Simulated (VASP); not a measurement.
Tl:

```
Tl
1.0
     3.45600    0.00000    0.00000
    -1.72800    2.99298    0.00000
     0.00000    0.00000    5.52500
Tl
2
Direct
  0.33333 0.66667 0.25000
  0.66667 0.33333 0.75000
```

```yaml
Program: VASP 6.6.1
Task: relaxation of cell and atoms
Functional: LDA
Potentials_or_basis: VASP PAW LDA potentials, release 64 (Tl_d)
Cutoff: 600 eV
k_mesh: 6 × 6 × 3
Occupations: gaussian, width 0.05 eV
Spin: no spin polarisation
```

At the start: pressure -1.8 GPa; volume 28.57 Å³/atom.

Task: How do energy, volume and symmetry change on relaxing?

Result: Over 5 steps the energy falls by 13.3 meV/atom and the volume is 27.30 Å³/atom (-4.5 %); space group P6_3/mmc (No. 194, to 0.05 Å).

Step by step:
| step | energy change (eV) | largest force (eV/Å) | pressure (GPa) | volume (Å³) |
| --- | --- | --- | --- | --- |
| 1 | 0.0000 | 0.0000 | -1.77 | 57.15 |
| 2 | -0.0256 | 0.0000 | -0.01 | 54.57 |
| 3 | -0.0259 | 0.0000 | 0.23 | 54.32 |
| 4 | -0.0266 | 0.0000 | 0.02 | 54.55 |
| 5 | -0.0266 | 0.0000 | 0.00 | 54.60 |

Final structure:
```
CELL_PARAMETERS angstrom
3.44169 0.00000 0.00000
-1.72084 2.98059 0.00000
0.00000 0.00000 5.32242
ATOMIC_POSITIONS crystal
Tl 0.33333 0.66667 0.25000
Tl 0.66667 0.33333 0.75000
```

Caveat: the k points lie up to 0.39 Å⁻¹ apart in the final cell.
